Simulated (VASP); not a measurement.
A run of VASP 6.6.1 is set up as follows.

File INCAR:

```
PREC = Accurate ; ENCUT = 520
EDIFF = 1E-6 ; ISMEAR = 0
SIGMA = 0.05 ; LREAL = F
LASPH = T ; NELM = 100
ALGO = Normal ; ISIF = 2
LWAVE = F ; LCHARG = F
GGA = PE ; IVDW = 12
NBANDS = 6
```

Contents of KPOINTS:

```
regular mesh
0
Gamma
  12 12 30
```

The input POSCAR:

```
H
1.0
    2.7971366873      0.0000000000      0.0000000000
    0.0000000000      2.7971366873      0.0000000000
    0.0000000000      0.0000000000      0.8798130765
H
1
Direct
    0.0000000000      0.0000000000      0.5000000000
```

Potentials or basis: VASP PAW PBE potentials, release 64 (H).

Command:

```sh
$ cat potpaw_PBE.64/H/POTCAR > POTCAR
$ mpirun -np 1 vasp_std > vasp.out
```

(1) Estimate the pressure.

(2) Estimate the dispersion energy per atom.

Results:

(1) 14.8 GPa.

(2) -0.036 eV.

Caveat: pairwise dispersion overbinds metals, which lowers pressure and volume.
